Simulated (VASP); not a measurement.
Set up this calculation in VASP 6.6.1, as the native input.

```yaml
Task: single point
Functional: PBE
Potentials_or_basis: VASP PAW PBE potentials, release 64 (Si, P)
Cutoff: 520 eV
k_mesh: 12 × 12 × 4
Occupations: gaussian, width 0.1 eV
Spin: no spin polarisation
Dipole_correction: no
Further_INCAR_settings: ALGO = Normal; EDIFF = 1e-07; NBANDS = 24
```

The structure of Si5P2 lies in POSCAR:

```
Si5P2
1.0
    3.7793999405      0.0000000000      0.0000000000
   -1.8896999703      3.2730563595      0.0000000000
    0.0000000000      0.0000000000     10.8475993233
Si P
5 2
Direct
    0.3333333333      0.6666666667      0.3155098538
    0.6666666667      0.3333333333      0.6844901462
    0.0000000000      0.0000000000      0.3912759907
    0.0000000000      0.0000000000      0.6087240093
    0.0000000000      0.0000000000      0.0000000000
    0.3333333333      0.6666666667      0.1059733513
    0.6666666667      0.3333333333      0.8940266487
```

The input as run:

INCAR

```
PREC = Accurate ; ENCUT = 520
EDIFF = 1E-7 ; ISMEAR = 0
SIGMA = 0.1 ; LREAL = False
LASPH = True ; NELM = 60
ALGO = Normal ; ISIF = 2
LWAVE = False ; LCHARG = True
GGA = PE ; LELF = True
LVHAR = True ; NBANDS = 24
```

KPOINTS

```
Automatic mesh
0
Gamma
  12 12 4
```

Potentials or basis: VASP PAW PBE potentials, release 64 (Si, P).

Command:

```sh
$ cat potpaw_PBE.64/Si/POTCAR potpaw_PBE.64/P/POTCAR > POTCAR
$ mpirun -np 1 vasp_std > vasp.out
```

It gave:

```yaml
Pressure: -0.1 GPa
Largest_force: 0.013 eV/Å
Band_gap_on_the_k_mesh: zero (bands 15 and 16 overlap by 0.36 eV)
```

Run time: 100 s on 1 thread of AMD EPYC 9R45 96-Core Processor (Zen 5), on a shared host, peak memory 0.31 GiB.
